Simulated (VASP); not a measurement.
Ag: single point with r2SCAN

Ag:

```
Ag
1.0
     0.00000    2.05218    2.05218
     2.05218    0.00000    2.05218
     2.05218    2.05218    0.00000
Ag
1
Direct
  0.00000 0.00000 0.00000
```

| Item | Value |
| --- | --- |
| Program | VASP 6.6.1 |
| Task | single point |
| Functional | r2SCAN |
| Potentials or basis | VASP PAW PBE potentials, release 64 (Ag) |
| Cutoff | 520 eV |
| k mesh | 8 × 8 × 8 |
| Occupations | gaussian, width 0.1 eV |
| Spin | no spin polarisation |

- Pressure: 0.7 GPa

Levels at points of the mesh, in eV from the Fermi level:
```csv
k point,band 3,band 4,band 5,band 6,band 7,band 8,band 9,band 10
"(0.00, 0.00, 0.00)",-4.85,-4.85,-3.83,-3.83,16.86,20.49,20.49,20.49
"(0.50, 0.00, 0.00)",-4.88,-3.03,-3.03,-0.07,3.86,16.08,18.69,18.69
"(0.50, 0.50, 0.00)",-3.07,-2.82,-2.82,1.98,7.10,11.29,11.29,17.75
```

Wall time 22 s on 1 thread of Intel(R) Xeon(R) Platinum 8259CL CPU @ 2.50GHz (Skylake/Cascade Lake) (shared host), peak memory 0.15 GiB.

Caveat: the PAW data sets were made with another functional, which shifts forces and pressure a little.
